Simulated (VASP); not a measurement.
The system is Co3Sn2.

```
Co Sn
1.0
     4.22299    0.00000    0.00000
    -2.11150    3.65722    0.00000
     0.00000    0.00000    5.06685
Co Sn
3 2
Direct
  0.00000 0.00000 0.74636
  0.00000 0.00000 0.25364
  0.66667 0.33333 0.00000
  0.66667 0.33333 0.50000
  0.33333 0.66667 0.00000
```

- Program: VASP 6.6.1
- Task: relaxation of cell and atoms
- Functional: PBEsol
- Potentials or basis: VASP PAW PBE potentials, release 64 (Co, Sn_d)
- Cutoff: 600 eV
- k mesh: 6 × 6 × 6
- Occupations: gaussian, width 0.1 eV
- Spin: collinear spin, ferromagnetic start
- Starting moments: [1.25, 1.25, 0.55, 0.0, 0.0] μB

At the start: pressure -5.6 GPa; volume 15.65 Å³/atom.

**Question.** Where does the relaxation end?

**Answer.** Over 6 steps the energy falls by 12.0 meV/atom and the volume is 14.98 Å³/atom (-4.3 %); space group P-6m2 (No. 187, to 0.1 Å) before and after; moment 2.36 μB per cell.

Step by step:
```csv
step,energy change (eV),largest force (eV/Å),pressure (GPa),volume (Å³)
1,0.0000,0.0126,-5.64,78.25
2,-0.0097,0.0452,6.12,72.18
3,-0.0601,0.0196,-0.07,74.97
4,-0.0601,0.0206,0.05,74.91
5,-0.0602,0.0104,0.08,74.90
6,-0.0602,0.0068,0.06,74.90
```

Final structure:
```yaml
crystal:
  lattice:
    - [4.16159, 0.00000, 0.00000]
    - [-2.08080, 3.60404, 0.00000]
    - [0.00000, 0.00000, 4.99391]
  atoms:
    - { symbol: Co, position: [0.00000, 0.00000, 0.74617] }
    - { symbol: Co, position: [0.00000, 0.00000, 0.25383] }
    - { symbol: Co, position: [0.66667, 0.33333, 0.00000] }
    - { symbol: Sn, position: [0.66667, 0.33333, 0.50000] }
    - { symbol: Sn, position: [0.33333, 0.66667, 0.00000] }
```

Caveat: the PAW data sets were made with another functional, which shifts forces and pressure a little.
